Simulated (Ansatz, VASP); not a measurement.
# Al3GaN4 in VASP and in Ansatz

Contents of INCAR:

```
SYSTEM = Al3GaN4
PREC = Accurate ; ENCUT = 520
EDIFF = 1E-6 ; ISMEAR = 0
SIGMA = 0.02 ; LREAL = .False.
LASPH = .True. ; NELM = 80
ALGO = Normal ; ISIF = 2
LWAVE = .False. ; LCHARG = .False.
GGA = PS ; NBANDS = 31
```

Contents of KPOINTS:

```
regular mesh
0
Gamma
  6 8 4
  0 0 0
```

File POSCAR:

```
Al3GaN4
1.0
    5.0434080196      0.0000000000     -0.0000869255
    0.0000000000      3.1300738974      0.0000000000
   -0.0032061021      0.0000000000      5.5805317818
Al Ga N
3 1 4
Direct
    0.5013467319      0.5000000000      0.1666053511
    0.0020056588      0.5000000000      0.8353732110
    0.0022589502      0.0000000000      0.3324722263
    0.5008776425      0.0000000000      0.6653540368
    0.1102288404      0.0000000000      0.6637067819
    0.1211263349      0.5000000000      0.1645205496
    0.6237179584      0.5000000000      0.8428910672
    0.6220368830      0.0000000000      0.3290777760
```

Input for Ansatz:

```yaml
crystal:
  lattice:
    - [5.0434080196, 0.0, -8.69255e-05]
    - [0.0, 3.1300738974, 0.0]
    - [-0.0032061021, 0.0, 5.5805317818]
  atoms:
    - { symbol: Al, position: [0.5013467319, 0.5, 0.1666053511] }
    - { symbol: Al, position: [0.0020056588, 0.5, 0.835373211] }
    - { symbol: Al, position: [0.0022589502, 0.0, 0.3324722263] }
    - { symbol: Ga, position: [0.5008776425, 0.0, 0.6653540368] }
    - { symbol: "N", position: [0.1102288404, 0.0, 0.6637067819] }
    - { symbol: "N", position: [0.1211263349, 0.5, 0.1645205496] }
    - { symbol: "N", position: [0.6237179584, 0.5, 0.8428910672] }
    - { symbol: "N", position: [0.622036883, 0.0, 0.329077776] }
basis:
  ecutwfc: 420
kpoints:
  mp_grid: { grid: [6, 8, 4] }
  band_path: { path: [VBM, CBM], npoints: 2 }
hamiltonian:
  xc: pbesol
scf:
  occupations: { method: gaussian, width: 0.02 }
output:
  forces: true
  stress: true
  eigenvalues: true
checkpoint:
  read: start.run
  write: ck
  compress: false
  write_wavefunctions: false
  write_every: 100000
```

Alike in both runs: task single point; functional PBEsol; k mesh 6 × 8 × 4; occupations gaussian, width 0.02 eV; no spin polarisation.

|  | VASP | Ansatz |
| --- | --- | --- |
| version | VASP 6.6.1 | Ansatz 0.2.0 |
| potentials or method | VASP PAW PBE potentials, release 64 (Al, Ga_d, N), cutoff 520 eV | scalar-relativistic, plane waves, PAW |
| valence electrons in the cell | 42 | 42 |

Ansatz gave:

```
gap on the k mesh at the Fermi level (eV)                     : 3.17
least direct gap on the mesh (eV)                             : 3.17
pressure (GPa)                                                : -5.6
traceless stress, the component that is largest in VASP (GPa) : -4.92
rms of the force components (eV/Å)                            : 0.003
```

**Question.** What did VASP give for the same quantities?

**Answer.** gap on the k mesh at the Fermi level (eV): 3.19; least direct gap on the mesh (eV): 3.19; pressure (GPa): -5.7; traceless stress, the component that is largest in VASP (GPa): -4.96; rms of the force components (eV/Å): 0.004.

VASP's potentials were made for PBE, not for PBEsol. Atom by atom the forces differ by 0.003 eV/Å (rms over components). The functional is the same, so the differences come from potentials, cutoffs and numerics.
